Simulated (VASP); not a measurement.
## AgO2 (fluorite type): single point with PBE

The system is AgO2 (fluorite type).

```xyz
3
Lattice="0.0000 2.5809 2.5809 2.5809 0.0000 2.5809 2.5809 2.5809 0.0000" Properties=species:S:1:pos:R:3 pbc="T T T"
Ag    0.0000    0.0000    0.0000
O     1.2905    1.2905    1.2905
O     3.8714    3.8714    3.8714
```

- Program: VASP 6.6.1
- Task: single point
- Functional: PBE
- Potentials or basis: VASP PAW PBE potentials, release 64 (Ag, O)
- Cutoff: 520 eV
- k mesh: 12 × 12 × 12
- Occupations: fermi-dirac, width 0.0612256 eV
- Spin: no spin polarisation

```yaml
Pressure: -0.1 GPa
Band_gap_on_the_k_mesh: zero (an odd number of electrons rules out a gap without spin polarisation)
```

Levels at points of the mesh, in eV from the Fermi level:
```
           k point  band 7  band 8  band 9  band 10  band 11  band 12  band 13  band 14  band 15  band 16
(0.00, 0.00, 0.00)   -4.09   -1.25   -1.25    -1.25     0.28     0.28     0.28     4.55    11.86    11.86
(0.50, 0.00, 0.00)   -3.97   -3.15   -2.91    -2.61    -2.61     0.27     0.27     8.88     9.41    15.14
(0.50, 0.50, 0.00)   -4.26   -3.85   -3.27    -3.06    -0.52     0.45     0.45     8.98    10.76    11.55
```

Run time: 85 s on 1 thread of Intel Xeon 8259CL, on a shared host, peak memory 0.19 GiB.

Caveat: an odd number of electrons without spin polarisation forces a metal; a magnetic or distorted state may lie lower.
